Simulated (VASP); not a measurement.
# As (Cmce) in VASP: single point with LDA

Aim: the single point of As with LDA.

Everything below comes from runs of VASP 6.6.1. Logs are shortened: lines on timing, memory, paths and dates and some standing lists are left out, and cuts for length are marked.

**1. The cell of the first run**

The structure is orthorhombic, space group Cmce (No. 64). Conventional cell: a = 3.712 Å, b = 10.749 Å, c = 4.232 Å, α = 90.00°, β = 90.00°, γ = 90.00°. As (site symmetry m) has 5 As at 2.47 to 3.18 Å within 3.3 Å.

**2. Single point, LDA**

Contents of INCAR:

```
PREC = Accurate
ENCUT = 520
EDIFF = 1E-7
ISMEAR = 0
SIGMA = 0.1
LREAL = F
LASPH = T
NELM = 100
ALGO = Normal
ISIF = 2
LWAVE = F
LCHARG = F
GGA = CA
NBANDS = 18
```

Contents of KPOINTS:

```
Automatic mesh
0
Gamma
  12 12 10
```

Contents of POSCAR:

```
As
1.0
    1.8560149764     -5.3745652846      0.0000000000
    1.8560149764      5.3745652846      0.0000000000
    0.0000000000      0.0000000000      4.2321864222
As
4
Direct
    0.1126711706      0.8873288294      0.0546116501
    0.6126711706      0.3873288294      0.4453883499
    0.8873288294      0.1126711706      0.9453883499
    0.3873288294      0.6126711706      0.5546116501
```

Potentials or basis: VASP PAW LDA potentials, release 64 (As).

Launch:

```
cat potpaw_LDA.64/As/POTCAR > POTCAR
mpirun -np 1 vasp_std > vasp.out
```

OUTCAR:

```text
PREC = Accurate
   ENCUT = 520
   EDIFF = 1E-7
   ISMEAR = 0
   LREAL = F
   LASPH = T
   NELM = 100
   ISIF = 2
   GGA = CA

 ion  position               nearest neighbor table
   1  0.113  0.887  0.055-   3 2.47   2 2.49   2 2.49
   2  0.613  0.387  0.445-   4 2.47   1 2.49   1 2.49
   3  0.887  0.113  0.945-   1 2.47   4 2.49   4 2.49
   4  0.387  0.613  0.555-   2 2.47   3 2.49   3 2.49

  LATTYP: Found a base centered orthorhombic cell.
 ALAT       =     3.7120299528
 B/A-ratio  =     2.8957553430
 C/A-ratio  =     1.1401272285

  Lattice vectors:

 A1 = (   1.8560149764,  -5.3745652846,   0.0000000000)
 A2 = (   1.8560149764,   5.3745652846,   0.0000000000)
 A3 = (   0.0000000000,   0.0000000000,   4.2321864222)

Analysis of symmetry for initial positions (statically):
=====================================================================
 Subroutine PRICEL returns:
 Original cell was already a primitive cell.

 Routine SETGRP: Setting up the symmetry group for a
 base centered orthorhombic supercell.

 Subroutine GETGRP returns: Found  8 space group operations
 (whereof  4 operations were pure point group operations)
 out of a pool of  8 trial point group operations.

The static configuration has the point symmetry C_2h.
 The point group associated with its full space group is D_2h.

Analysis of symmetry for dynamics (positions and initial velocities):
=====================================================================
 Subroutine PRICEL returns:
 Original cell was already a primitive cell.

 Routine SETGRP: Setting up the symmetry group for a
 base centered orthorhombic supercell.

 Subroutine GETGRP returns: Found  8 space group operations
 (whereof  4 operations were pure point group operations)
 out of a pool of  8 trial point group operations.

The dynamic configuration has the point symmetry C_2h.
 The point group associated with its full space group is D_2h.

 Subroutine INISYM returns: Found  8 space group operations
 (whereof  4 operations are pure point group operations),
 and found     1 'primitive' translations

----------------------------------------------------------------------------------------

                                     Primitive cell

  volume of cell :      84.4344

[... 85 lines left out ...]
   ICHARG =      2    charge: 1-file 2-atom 10-const
   ISPIN  =      1    spin polarized calculation?
   LNONCOLLINEAR =      F non collinear calculations
   LSORBIT =      F    spin-orbit coupling
   LASPH  =      T    aspherical Exc in radial PAW
   ENCUT  =  520.0 eV  38.22 Ry    6.18 a.u.  10.57 10.57  7.87*2*pi/ulx,y,z
   NELM   =    100;   NELMIN=  2; NELMDL= -5     # of ELM steps
   EDIFF  = 0.1E-06   stopping-criterion for ELM
   LREAL  =      F    real-space projection
   EDIFFG = 0.1E-05   stopping-criterion for IOM
   NSW    =      0    number of steps for IOM
   IBRION =     -1    ionic relax: 0-MD 1-quasi-New 2-CG
   NFREE  =      0    steps in history (QN), initial steepest desc. (CG)
   ISIF   =      2    stress and relaxation
   ISYM   =      2    0-nonsym 1-usesym 2-fastsym
   POTIM  = 0.5000    time-step for ionic-motion
   TEBEG  =    0.0;   TEEND  =   0.0 temperature during run
   PSTRESS=    0.0 pullay stress
   NELECT =      20.0000    total number of electrons
   NUPDOWN=      -1.0000    fix difference up-down
   EMIN   =  10.00;   EMAX   =-10.00  energy-range for DOS
   EFERMI =   0.00;   METHOD = LEGACY
   ISMEAR =     0;   SIGMA  =   0.10  broadening in eV -4-tet -1-fermi 0-gaus
   EFERMI_NEDOS =   21; number of points for ismear=-14 and -15
   IALGO  =     38    algorithm
   IMIX   =      4    mixing-type and parameters
     AMIX     =   0.40;   BMIX     =  1.00
     AMIX_MAG =   1.60;   BMIX_MAG =  1.00
  volume/ion in A,a.u.               =      21.11       142.45
  Fermi-wavevector in a.u.,A,eV,Ry     =   1.012927  1.914155 13.959874  1.026022
  Thomas-Fermi vector in A             =   2.146066
   LORBIT       =      0    0 simple, 1 ext, 2 COOP (PROOUT), +10 PAW based schemes
   GGA     = CA    functional components
   LHFCALC =     F    Hartree Fock is set to
   AEXX    =    0.0000 exact exchange contribution
   IVDW    =     0    specifies the selected vdW correction
   LEPSILON=     F    determine dielectric tensor
   LRPA    =     F    only Hartree local field effects (RPA)
 non-spin polarized calculation
 Gauss-broadening in eV      SIGMA  =   0.10
  energy-cutoff  :      520.00
  volume of cell :       84.43
 maximum number of plane-waves:      2300
   NGX = 21   NGY = 21   NGZ = 15

 number of electron      20.0000002 magnetization

 Free energy of the ion-electron system (eV)
  ---------------------------------------------------
  ext. energy  EPLUGINS =         0.00000000
  ---------------------------------------------------
  free energy    TOTEN  =       -21.36010996 eV

  energy without entropy =      -21.35860543  energy(sigma->0) =      -21.35935769

 E-fermi :   5.3380     XC(G=0): -10.2496

 val. band max:        5.3350025968   @ k =   0.5000   0.4167   0.1000
 cond. band min:       5.3517955902   @ k =   0.5000   0.5000   0.1000
 fundamental gap:      0.0167929934
 Fermi energy:         5.3380117119

 k-point     1 :       0.0000    0.0000    0.0000
  band No.  band energies     occupation
      1      -9.6935      2.00000
      2      -6.6448      2.00000
      3      -3.8063      2.00000
      4      -1.0226      2.00000
      5      -0.4604      2.00000
      6       0.9989      2.00000
[... 481 lines left out ...]
      5       0.5720      2.00000
      6       1.3681      2.00000
[... 10 lines left out ...]
     17      10.9834      0.00000
     18      12.5376      0.00000

 [... further k-points ...]
[... 5 lines left out ...]
  --------------------------------------------------------------------------------------
  -------------------------------------------------------------------------------------
  Total        0.2548036      0.2689372      0.2187714      0.0000000     -0.0000000      0.0000000
  in kB        4.8350003      5.1031923      4.1512748      0.0000000     -0.0000000      0.0000000
  external PRESSURE =       4.6964891 kB  Pullay stress =       0.0000000 kB

 VOLUME and BASIS-vectors are now :
 -----------------------------------------------------------------------------
  energy-cutoff  :      520.00
  volume of cell :       84.43
      direct lattice vectors                 reciprocal lattice vectors
     1.856014976 -5.374565285  0.000000000     0.269394378 -0.093030780  0.000000000
     1.856014976  5.374565285  0.000000000     0.269394378  0.093030780  0.000000000
     0.000000000  0.000000000  4.232186422     0.000000000  0.000000000  0.236284488

 POSITION                                       TOTAL-FORCE (eV/Angst)
 -----------------------------------------------------------------------------------
      1.85601      4.16345      0.23113         0.000000     -0.057646     -0.052708
      1.85601     -1.21112      1.88497         0.000000     -0.057646      0.052708
      1.85601     -4.16345      4.00106         0.000000      0.057646      0.052708
      1.85601      1.21112      2.34722         0.000000      0.057646     -0.052708
 -----------------------------------------------------------------------------------
    total drift:                               -0.000000      0.000000      0.000000

  FREE ENERGIE OF THE ION-ELECTRON SYSTEM (eV)
  ---------------------------------------------------
  free  energy   TOTEN  =       -21.3601099571 eV

  energy  without entropy=      -21.3586054316  energy(sigma->0) =      -21.35935769
```

Run time: 11 min. Hardware: 1 thread of AMD EPYC 7R13, shared host; peak memory 0.37 GiB.

Results:

```
Free energy            : -21.3601 eV
Pressure               : 0.5 GPa
Largest force          : 0.078 eV/Å
Band gap on the k mesh : zero (band 10 reaches 5.54 eV, above the bottom of band 11 at 5.04 eV)
```

Forces on the atoms (eV/Å):
```
As   0.000 -0.058 -0.053
As   0.000 -0.058  0.053
As   0.000  0.058  0.053
As   0.000  0.058 -0.053
```

Stress tensor (GPa, compression positive):
```
0.48 0.00 0.00
0.00 0.51 0.00
0.00 0.00 0.42
```
